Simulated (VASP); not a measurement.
# Zn (P6_3/mmc) in VASP: further runs

The runs below take Zn through relaxation of cell and atoms, with LDA.

Everything below comes from runs of VASP 6.6.1. Logs are shortened: lines on timing, memory, paths and dates and some standing lists are left out, and cuts for length are marked.

**1. The cell of the first run**

It takes space group P6_3/mmc (No. 194, hexagonal). Conventional cell: a = 2.597 Å, b = 2.597 Å, c = 4.617 Å, α = 90.00°, β = 90.00°, γ = 120.00°. Within 3.4 Å of Zn (site symmetry -6m2) lie 12 Zn at 2.60 to 2.75 Å.

**2. Relaxation of cell and atoms, LDA**

File INCAR:

```
ALGO = Fast
EDIFF = 1E-6
EDIFFG = -0.002
ENCUT = 600
GGA = CA
IBRION = 2
ISIF = 3
ISMEAR = 0
LASPH = T
LCHARG = F
LREAL = F
LWAVE = F
NELM = 80
NSW = 100
PREC = Accurate
SIGMA = 0.1
```

File KPOINTS:

```
k-points
0
Gamma
  18 18 10
```

File POSCAR:

```
Zn
1.0
    2.5974856615      0.0000000000      0.0000000000
   -1.2987428307      2.2494885688      0.0000000000
    0.0000000000      0.0000000000      4.6165747587
Zn
2
Direct
    0.3333333333      0.6666666667      0.2500000000
    0.6666666667      0.3333333333      0.7500000000
```

Potentials or basis: VASP PAW LDA potentials, release 64 (Zn).

Run with:

```sh
cat potpaw_LDA.64/Zn/POTCAR > POTCAR
mpirun -np 1 vasp_std > vasp.out
```

OUTCAR:

```text
EDIFF = 1E-6
   EDIFFG = -0.002
   ENCUT = 600
   GGA = CA
   IBRION = 2
   ISIF = 3
   ISMEAR = 0
   LASPH = T
   LREAL = F
   NELM = 80
   NSW = 100
   PREC = Accurate

 ion  position               nearest neighbor table
   1  0.333  0.667  0.250-   2 2.75   2 2.75   2 2.75   2 2.75   2 2.75   2 2.75
   2  0.667  0.333  0.750-   1 2.75   1 2.75   1 2.75   1 2.75   1 2.75   1 2.75

  LATTYP: Found a hexagonal cell.
 ALAT       =     2.5974856615
 C/A-ratio  =     1.7773244438

  Lattice vectors:

 A1 = (   2.5974856615,   0.0000000000,   0.0000000000)
 A2 = (  -1.2987428307,   2.2494885688,   0.0000000000)
 A3 = (   0.0000000000,   0.0000000000,   4.6165747587)

Analysis of symmetry for initial positions (statically):
=====================================================================
 Subroutine PRICEL returns:
 Original cell was already a primitive cell.

 Routine SETGRP: Setting up the symmetry group for a
 hexagonal supercell.

 Subroutine GETGRP returns: Found 24 space group operations
 (whereof 12 operations were pure point group operations)
 out of a pool of 24 trial point group operations.

The static configuration has the point symmetry D_3d.
 The point group associated with its full space group is D_6h.

Analysis of symmetry for dynamics (positions and initial velocities):
=====================================================================
 Subroutine PRICEL returns:
 Original cell was already a primitive cell.

 Routine SETGRP: Setting up the symmetry group for a
 hexagonal supercell.

 Subroutine GETGRP returns: Found 24 space group operations
 (whereof 12 operations were pure point group operations)
 out of a pool of 24 trial point group operations.

The dynamic configuration has the point symmetry D_3d.
 The point group associated with its full space group is D_6h.

 Subroutine INISYM returns: Found 24 space group operations
 (whereof 12 operations are pure point group operations),
 and found     1 'primitive' translations

----------------------------------------------------------------------------------------

                                     Primitive cell

  volume of cell :      26.9747

  direct lattice vectors                    reciprocal lattice vectors
     2.597485661  0.000000000  0.000000000     0.384987688  0.222272745  0.000000000
    -1.298742831  2.249488569  0.000000000     0.000000000  0.444545491  0.000000000
     0.000000000  0.000000000  4.616574759     0.000000000  0.000000000  0.216610810

  length of vectors
     2.597485661  2.597485661  4.616574759     0.444545491  0.444545491  0.216610810

  position of ions in fractional coordinates (direct lattice)
     0.333333333  0.666666667  0.250000000
     0.666666667  0.333333333  0.750000000

  ion indices of the primitive-cell ions
   primitive index   ion index
                 1           1
                 2           2

----------------------------------------------------------------------------------------

 KPOINTS: k-points

Automatic generation of k-mesh.
 Grid dimensions read from file:
 generate k-points for:   18   18   10

 Generating k-lattice:

  Cartesian coordinates                     Fractional coordinates (reciprocal lattice)
     0.021388205  0.012348486  0.000000000     0.055555556 -0.000000000  0.000000000
     0.000000000  0.024696972  0.000000000     0.000000000  0.055555556  0.000000000
     0.000000000  0.000000000  0.021661081     0.000000000  0.000000000  0.100000000

  Length of vectors
     0.024696972  0.024696972  0.021661081

  Shift w.r.t. Gamma in fractional coordinates (k-lattice)
     0.000000000  0.000000000  0.000000000

 Subroutine IBZKPT returns following result:
 ===========================================

 Found    222 irreducible k-points:

 Following reciprocal coordinates:
            Coordinates               Weight
  0.000000  0.000000  0.000000      1.000000
  0.055556  0.000000  0.000000      6.000000
  0.111111  0.000000  0.000000      6.000000
  0.166667  0.000000  0.000000      6.000000
  0.222222  0.000000  0.000000      6.000000
  0.277778  0.000000  0.000000      6.000000
[... 16 lines left out ...]
  0.333333  0.111111  0.000000     12.000000
  0.388889  0.111111  0.000000     12.000000
 [... further k-points ...]
   k-points           NKPTS =    222   k-points in BZ     NKDIM =    222   number of bands    NBANDS=     16
   number of dos      NEDOS =    301   number of ions     NIONS =      2
   total plane-waves  NPLWV =  23040
   dimension x,y,z NGX =    24 NGY =   24 NGZ =   40
   dimension x,y,z NGXF=    48 NGYF=   48 NGZF=   80
   ions per type =               2
   NGX,Y,Z   is equivalent  to a cutoff of  15.36, 15.36, 14.40 a.u.
   NGXF,Y,Z  is equivalent  to a cutoff of  30.72, 30.72, 28.81 a.u.
 SYSTEM =  unknown system
   PREC   = accura    normal or accurate (medium, high low for compatibility)
   ISTART =      0    job   : 0-new  1-cont  2-samecut
   ICHARG =      2    charge: 1-file 2-atom 10-const
   ISPIN  =      1    spin polarized calculation?
   LNONCOLLINEAR =      F non collinear calculations
   LSORBIT =      F    spin-orbit coupling
   LASPH  =      T    aspherical Exc in radial PAW
   ENCUT  =  600.0 eV  44.10 Ry    6.64 a.u.   5.19  5.19  9.22*2*pi/ulx,y,z
   NELM   =     80;   NELMIN=  2; NELMDL= -5     # of ELM steps
   EDIFF  = 0.1E-05   stopping-criterion for ELM
   LREAL  =      F    real-space projection
   EDIFFG = -.2E-02   stopping-criterion for IOM
   NSW    =    100    number of steps for IOM
   IBRION =      2    ionic relax: 0-MD 1-quasi-New 2-CG
   NFREE  =      1    steps in history (QN), initial steepest desc. (CG)
   ISIF   =      3    stress and relaxation
   ISYM   =      2    0-nonsym 1-usesym 2-fastsym
   POTIM  = 0.5000    time-step for ionic-motion
   TEBEG  =    0.0;   TEEND  =   0.0 temperature during run
   PSTRESS=    0.0 pullay stress
   NELECT =      24.0000    total number of electrons
   NUPDOWN=      -1.0000    fix difference up-down
   EMIN   =  10.00;   EMAX   =-10.00  energy-range for DOS
   EFERMI =   0.00;   METHOD = LEGACY
   ISMEAR =     0;   SIGMA  =   0.10  broadening in eV -4-tet -1-fermi 0-gaus
   EFERMI_NEDOS =   21; number of points for ismear=-14 and -15
   IALGO  =     68    algorithm
   IMIX   =      4    mixing-type and parameters
     AMIX     =   0.40;   BMIX     =  1.00
     AMIX_MAG =   1.60;   BMIX_MAG =  1.00
  volume/ion in A,a.u.               =      13.49        91.02
  Fermi-wavevector in a.u.,A,eV,Ry     =   1.574562  2.975490 33.732163  2.479244
  Thomas-Fermi vector in A             =   2.675677
   LORBIT       =      0    0 simple, 1 ext, 2 COOP (PROOUT), +10 PAW based schemes
   GGA     = CA    functional components
   LHFCALC =     F    Hartree Fock is set to
   AEXX    =    0.0000 exact exchange contribution
   IVDW    =     0    specifies the selected vdW correction
   LEPSILON=     F    determine dielectric tensor
   LRPA    =     F    only Hartree local field effects (RPA)
 conjugate gradient relaxation of ions
 non-spin polarized calculation
 RMM-DIIS sequential band-by-band and
 Gauss-broadening in eV      SIGMA  =   0.10
  energy-cutoff  :      600.00
  volume of cell :       26.97
 maximum number of plane-waves:       918
 NGX is ok and might be reduce to    24
   NGX = 11   NGY = 11   NGZ = 19

--------------------------------------- Ionic step        1  -------------------------------------------

 number of electron      24.0000016 magnetization

 Free energy of the ion-electron system (eV)
  ---------------------------------------------------
  ext. energy  EPLUGINS =         0.00000000
  ---------------------------------------------------
  free energy    TOTEN  =        -3.74454756 eV

  energy without entropy =       -3.74203314  energy(sigma->0) =       -3.74329035

------------------------ aborting loop because EDIFF is reached ----------------------------------------

  FORCE on cell =-STRESS in cart. coord.  units (eV):
  Direction    XX          YY          ZZ          XY          YZ          ZX
  --------------------------------------------------------------------------------------
  -------------------------------------------------------------------------------------
  Total        0.0079874      0.0079874      0.1438502      0.0000000     -0.0000000      0.0000000
  in kB        0.4744166      0.4744166      8.5440569      0.0000000     -0.0000000      0.0000000
  external PRESSURE =       3.1642967 kB  Pullay stress =       0.0000000 kB
[... 89 lines left out ...]
  FREE ENERGIE OF THE ION-ELECTRON SYSTEM (eV)
  ---------------------------------------------------
  free  energy   TOTEN  =        -3.7461383373 eV

  energy  without entropy=       -3.7441232841  energy(sigma->0) =       -3.74513081

[... ionic steps 4 to 42 ...]

--------------------------------------- Ionic step       43  -------------------------------------------

 number of electron      23.9999978 magnetization

------------------------ aborting loop because EDIFF is reached ----------------------------------------

  FORCE on cell =-STRESS in cart. coord.  units (eV):
  Direction    XX          YY          ZZ          XY          YZ          ZX
  --------------------------------------------------------------------------------------
  -------------------------------------------------------------------------------------
  Total        0.0226601      0.0226601      0.0022612      0.0000000     -0.0000000      0.0000000
  in kB        1.3201376      1.3201376      0.1317313      0.0000000     -0.0000000      0.0000000
  external PRESSURE =       0.9240021 kB  Pullay stress =       0.0000000 kB
[... 57 lines left out ...]
  energy  without entropy=       -3.7579779579  energy(sigma->0) =       -3.75851043

--------------------------------------- Ionic step       45  -------------------------------------------

 number of electron      23.9999978 magnetization

 Free energy of the ion-electron system (eV)
  ---------------------------------------------------
  ext. energy  EPLUGINS =         0.00000000
  ---------------------------------------------------
  free energy    TOTEN  =        -3.75904285 eV

  energy without entropy =       -3.75797786  energy(sigma->0) =       -3.75851036

 E-fermi :   3.6204     XC(G=0): -12.4259

 val. band max:        3.6065894975   @ k =   0.3333   0.2778   0.5000
 cond. band min:       3.6832092748   @ k =   0.1667   0.0000   0.2000
 fundamental gap:      0.0766197773
 Fermi energy:         3.6204335756

 k-point     1 :       0.0000    0.0000    0.0000
  band No.  band energies     occupation
      1      -7.6015      2.00000
      2      -5.5901      2.00000
      3      -4.7260      2.00000
      4      -4.4177      2.00000
      5      -4.4177      2.00000
      6      -4.3630      2.00000
[... 8 lines left out ...]
     15      21.3641      0.00000
     16      22.8121      0.00000
[... 420 lines left out ...]
  band No.  band energies     occupation
      1      -5.1946      2.00000
      2      -5.0920      2.00000
      3      -4.9605      2.00000
      4      -4.4348      2.00000
      5      -4.2423      2.00000
      6      -4.2401      2.00000
[... 8 lines left out ...]
     15       9.5382      0.00000
     16      10.8445      0.00000

 [... further k-points ...]

------------------------ aborting loop because EDIFF is reached ----------------------------------------

  FORCE on cell =-STRESS in cart. coord.  units (eV):
  Direction    XX          YY          ZZ          XY          YZ          ZX
  --------------------------------------------------------------------------------------
  -------------------------------------------------------------------------------------
  Total        0.0011943      0.0011943     -0.0022068      0.0000000     -0.0000000      0.0000000
  in kB        0.0695773      0.0695773     -0.1285625      0.0000000     -0.0000000      0.0000000
  external PRESSURE =       0.0035307 kB  Pullay stress =       0.0000000 kB
[... 17 lines left out ...]
  FREE ENERGIE OF THE ION-ELECTRON SYSTEM (eV)
  ---------------------------------------------------
  free  energy   TOTEN  =        -3.7590428532 eV

  energy  without entropy=       -3.7579778643  energy(sigma->0) =       -3.75851036

 reached required accuracy - stopping structural energy minimisation
```

It took 39 min on 1 thread of Intel Xeon 8259CL, shared host; peak memory 0.25 GiB.

Results:

| Property | Result |
| --- | --- |
| Free energy | -3.7590 eV |
| Relaxed volume | 13.75 Å³/atom |
| Relaxed cell | a = 2.557 Å, b = 2.557 Å, c = 4.857 Å, α = 90.00°, β = 90.00°, γ = 120.00° |
| Space group after relaxing (to 0.1 Å) | P6_3/mmc (No. 194) |
| Energy gained by relaxing | 7.2 meV/atom |
| Ionic steps | 45 |
| Pressure after relaxing | 0.0 GPa |
| Band gap on the k mesh | zero (bands 12 and 13 overlap by 5.06 eV) |

The path:
| step | energy change (eV) | largest force (eV/Å) | pressure (GPa) | volume (Å³) |
| --- | --- | --- | --- | --- |
| 1 | 0.0000 | 0.0000 | 0.32 | 26.97 |
| 3 | -0.0016 | 0.0000 | -1.04 | 27.39 |
| 5 | -0.0019 | 0.0000 | -1.54 | 27.66 |
| 7 | -0.0018 | 0.0000 | -2.15 | 27.85 |
| 9 | -0.0021 | 0.0000 | -2.37 | 27.91 |
| 11 | -0.0027 | 0.0000 | -2.77 | 28.15 |
| 13 | -0.0052 | 0.0000 | -3.01 | 28.13 |
| 15 | -0.0117 | 0.0000 | -1.95 | 28.04 |
| 17 | -0.0126 | 0.0000 | -1.29 | 27.94 |
| 19 | -0.0137 | 0.0000 | 1.17 | 27.23 |
| 21 | -0.0145 | 0.0000 | -0.13 | 27.56 |
| 23 | -0.0145 | 0.0000 | -0.18 | 27.52 |
| 25 | -0.0145 | 0.0000 | 0.10 | 27.51 |
| 27 | -0.0145 | 0.0000 | -0.07 | 27.50 |
| 29 | -0.0145 | 0.0000 | 0.02 | 27.50 |
| 31 | -0.0145 | 0.0000 | 0.09 | 27.50 |
| 33 | -0.0145 | 0.0000 | 0.07 | 27.50 |
| 35 | -0.0145 | 0.0000 | 0.08 | 27.50 |
| 37 | -0.0145 | 0.0000 | 0.03 | 27.50 |
| 39 | -0.0145 | 0.0000 | 0.01 | 27.50 |
| 41 | -0.0145 | 0.0000 | -0.03 | 27.50 |
| 43 | -0.0145 | 0.0000 | 0.09 | 27.50 |
| 45 | -0.0145 | 0.0000 | 0.00 | 27.50 |

Final structure:
```
Zn
1.0
     2.55694    0.00000    0.00000
    -1.27847    2.21438    0.00000
     0.00000    0.00000    4.85714
Zn
2
Direct
  0.33333 0.66667 0.25000
  0.66667 0.33333 0.75000
```

Levels at points of the mesh, in eV from the Fermi level:
```tsv
k point	band 8	band 9	band 10	band 11	band 12	band 13	band 14	band 15	band 16
(0.00, 0.00, 0.00)	-7.54	-7.54	-7.32	-7.32	-4.22	-3.26	13.68	17.74	19.19
(0.50, 0.00, 0.00)	-7.35	-7.08	-7.06	-3.05	-2.11	2.71	3.67	4.55	6.01
(0.00, 0.00, 0.50)	-8.03	-7.41	-7.41	-7.41	-7.41	4.47	4.47	20.55	20.55
(0.50, 0.00, 0.50)	-7.36	-7.07	-7.07	-2.11	-2.11	0.43	0.43	10.45	10.45
```

(Continued in part 2 of 2.)
